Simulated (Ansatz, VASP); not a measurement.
# Ir: VASP beside Ansatz

The input INCAR:

```
SYSTEM = Ir
PREC     = Accurate       ! precision mode
ENCUT    = 520            ! plane-wave cutoff, eV
EDIFF    = 1E-6           ! SCF threshold, eV
ISMEAR   = 0              ! smearing method
SIGMA    = 0.1            ! smearing width, eV
LREAL    = .False.        ! projectors in reciprocal space
LASPH    = .True.         ! aspherical terms in the spheres
NELM     = 100            ! most SCF steps
ALGO     = Fast           ! electronic algorithm
ISIF     = 2              ! what is computed and relaxed
LWAVE    = .False.        ! write WAVECAR
LCHARG   = .False.        ! write CHGCAR
LDIPOL   = .True.       
IDIPOL   = 3            
DIPOL    = 0.5 0.5 0.500
GGA      = PE             ! functional
NBANDS   = 30             ! bands
```

The input KPOINTS:

```
regular mesh
0
Gamma
  15 15 1
  0 0 0
```

POSCAR

```
Ir
1.0
    2.7369673410      0.0000000000      0.0000000000
   -1.3684836705      2.3702832466      0.0000000000
    0.0000000000      0.0000000000     23.9388979041
Ir
5
Direct
    0.6666666667      0.3333333333      0.3155646408
    0.3333333333      0.6666666667      0.4068904388
    0.0000000000      0.0000000000      0.4999999999
    0.6666666667      0.3333333333      0.5931095613
    0.3333333333      0.6666666667      0.6844353592
```

Input for Ansatz:

```yaml
crystal:
  lattice:
    - [2.736967341, 0.0, 0.0]
    - [-1.3684836705, 2.3702832466, 0.0]
    - [0.0, 0.0, 23.9388979041]
  atoms:
    - { symbol: Ir, position: [0.6666666667, 0.3333333333, 0.3155646408] }
    - { symbol: Ir, position: [0.3333333333, 0.6666666667, 0.4068904388] }
    - { symbol: Ir, position: [0.0, 0.0, 0.4999999999] }
    - { symbol: Ir, position: [0.6666666667, 0.3333333333, 0.5931095613] }
    - { symbol: Ir, position: [0.3333333333, 0.6666666667, 0.6844353592] }
basis:
  ecutwfc: 420
kpoints:
  mp_grid: { grid: [15, 15, 1] }
  band_path:
    path:
      - [0.5, 0, 0]
      - [0, 0, 0]
      - [0.3333333333333, 0.3333333333333, 0]
      - [0.5, 0, 0]
    npoints: 12
hamiltonian:
  xc: pbe
scf:
  occupations: { method: gaussian, width: 0.1 }
  n_extra_bands: 16
output:
  forces: true
  eigenvalues: true
  populations: true
  fatbands: true
  write_density: true
  write_potential: true
  elf: true
  volumetric_format: npy
efield:
  axis: 3
  dipole_correction: true
  ramp_width: 0.04
```

Alike in both runs: task single point; functional PBE; k mesh 15 × 15 × 1; occupations gaussian, width 0.1 eV; no spin polarisation.

|  | VASP | Ansatz |
| --- | --- | --- |
| version | VASP 6.6.1 | Ansatz 0.2.0 |
| potentials or method | VASP PAW PBE potentials, release 64 (Ir), cutoff 520 eV | scalar-relativistic, plane waves, PAW |
| valence electrons in the cell | 45 | 85 |

|  | VASP | Ansatz | Ansatz less VASP |
| --- | --- | --- | --- |
| gap on the k mesh at the Fermi level (eV) | none | none | - |
| rms of the force components (eV/Å) | 0.010 | 0.002 | -0.0082 |

Atom by atom the forces differ by 0.012 eV/Å (rms over components). A gap of «none» marks a metal or a gap that the smearing closes. VASP's potentials hold 45 valence electrons a cell and Ansatz's 85, so a difference there can come from the potentials and not from the codes. Ansatz's warnings: xc potential rough in thin density.

Neither program's run includes spin-orbit coupling.
